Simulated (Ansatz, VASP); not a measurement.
## SnGe5 in VASP and in Ansatz

Contents of INCAR:

```
SYSTEM = SnGe5
PREC = Accurate
ENCUT = 520
EDIFF = 1E-6
ISMEAR = -1
SIGMA = 0.02
LREAL = .False.
LASPH = .True.
NELM = 80
ALGO = Normal
ISIF = 2
LWAVE = .False.
LCHARG = .False.
GGA = PE
NBANDS = 51
```

Contents of KPOINTS:

```
Automatic mesh
0
Gamma
  12 12 4
  0 0 0
```

POSCAR

```
SnGe5
1.0
    4.1392549181      0.0000000000      0.0000000000
   -2.0696274591      3.5846999118      0.0000000000
    0.0000000000      0.0000000000     10.0727187474
Ge Sn
5 1
Direct
    0.0000000000      0.0000000000     -0.0136608576
    0.6666666667      0.3333333333      0.6660039987
    0.3333333333      0.6666666667      0.3471034973
    0.6666666667      0.3333333333      0.9105678079
    0.3333333333      0.6666666667      0.5905532326
    0.0000000000      0.0000000000      0.2494323209
```

Input for Ansatz:

```yaml
crystal:
  lattice:
    - [4.1392549181, 0.0, 0.0]
    - [-2.0696274591, 3.5846999118, 0.0]
    - [0.0, 0.0, 10.0727187474]
  atoms:
    - { symbol: Ge, position: [0.0, 0.0, -0.0136608576] }
    - { symbol: Ge, position: [0.6666666667, 0.3333333333, 0.6660039987] }
    - { symbol: Ge, position: [0.3333333333, 0.6666666667, 0.3471034973] }
    - { symbol: Ge, position: [0.6666666667, 0.3333333333, 0.9105678079] }
    - { symbol: Ge, position: [0.3333333333, 0.6666666667, 0.5905532326] }
    - { symbol: Sn, position: [0.0, 0.0, 0.2494323209] }
kpoints:
  mp_grid: { grid: [12, 12, 4] }
  band_path:
    path:
      - [[0.0, 0.0, 0.0], [0.5, -6.994815058046e-18, -2.548396975388e-18], [0.3333333333333, 0.3333333333333, -3.397862633837e-18], [0.0, 0.0, 0.0], [4.201483330777e-36, -2.80002736559e-35, 0.5], [0.5, -7.102416783935e-18, 0.5], [0.3333333333333, 0.3333333333333, 0.5], [4.201483330777e-36, -2.80002736559e-35, 0.5]]
      - [[0.5, -7.102416783935e-18, 0.5], [0.5, -6.994815058046e-18, -2.548396975388e-18]]
      - [[0.3333333333333, 0.3333333333333, 0.5], [0.3333333333333, 0.3333333333333, -3.397862633837e-18]]
    npoints: 10
hamiltonian:
  xc: pbe
scf:
  occupations: { method: fermi_dirac, width: 0.02 }
  n_extra_bands: 5
output:
  forces: true
  stress: true
  eigenvalues: true
```

Alike in both runs: task single point; functional PBE; k mesh 12 × 12 × 4; occupations fermi-dirac, width 0.02 eV; no spin polarisation.

```csv
,VASP,Ansatz
version,VASP 6.6.1,Ansatz 0.2.0
potentials or method,"VASP PAW PBE potentials, release 64 (Ge_d, Sn_d)","plane waves, PAW"
plane-wave cutoff (eV),520,420
valence electrons in the cell,84,84
```

```csv
,VASP,Ansatz,Ansatz less VASP
pressure (GPa),2.4,2.4,+0.04
"traceless stress, the component that is largest in VASP (GPa)",0.51,0.51,+0.003
rms of the force components (eV/Å),0.027,0.027,-0.0003
```

Atom by atom the forces differ by 0.001 eV/Å (rms over components).
